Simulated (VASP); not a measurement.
Write the native input for VASP 6.6.1 that does the following.

- Task: single point
- Functional: RPBE
- Potentials or basis: VASP PAW PBE potentials, release 64 (V_sv)
- Cutoff: 520 eV
- k mesh: 9 × 9 × 9
- Occupations: fermi-dirac, width 0.05 eV
- Spin: collinear spin, ferromagnetic start
- Starting moments: [2.0] μB
- Dipole correction: no
- Further INCAR settings: ALGO = Normal; EDIFF = 1e-07; NBANDS = 16

The structure of V lies in POSCAR:

```
V
1.0
   -1.5103756206      1.5103756206      1.5103756206
    1.5103756206     -1.5103756206      1.5103756206
    1.5103756206      1.5103756206     -1.5103756206
V
1
Direct
    0.0000000000      0.0000000000      0.0000000000
```

These files were run (other wordings do the same):

INCAR

```
SYSTEM = V
ALGO = Normal
EDIFF = 1E-7
ENCUT = 520
GGA = RP
ISIF = 2
ISMEAR = -1
ISPIN = 2
LASPH = .True.
LCHARG = .False.
LMAXMIX = 4
LORBIT = 11
LREAL = .False.
LWAVE = .False.
MAGMOM = 2
NBANDS = 16
NELM = 150
PREC = Accurate
SIGMA = 0.05
```

KPOINTS

```
k-points
0
Gamma
  9 9 9
  0 0 0
```

Potentials or basis: VASP PAW PBE potentials, release 64 (V_sv).

The run is started by

```sh
$ cat potpaw_PBE.64/V_sv/POTCAR > POTCAR
$ mpirun -np 1 vasp_std > vasp.out
```

Results of the run:

```
Pressure                                              : 0.3 GPa
Net moment                                            : 0.19 μB per cell
Site moments                                          : V +0.15 μB
Valence electrons inside the program's atomic spheres : V 11.61
```

Caveat: the PAW data sets were made with another functional, which shifts forces and pressure a little.

It took 19 s on 1 thread of AMD EPYC 7R43 64-Core Processor (Zen 3), on a shared host, peak memory 0.1 GiB.
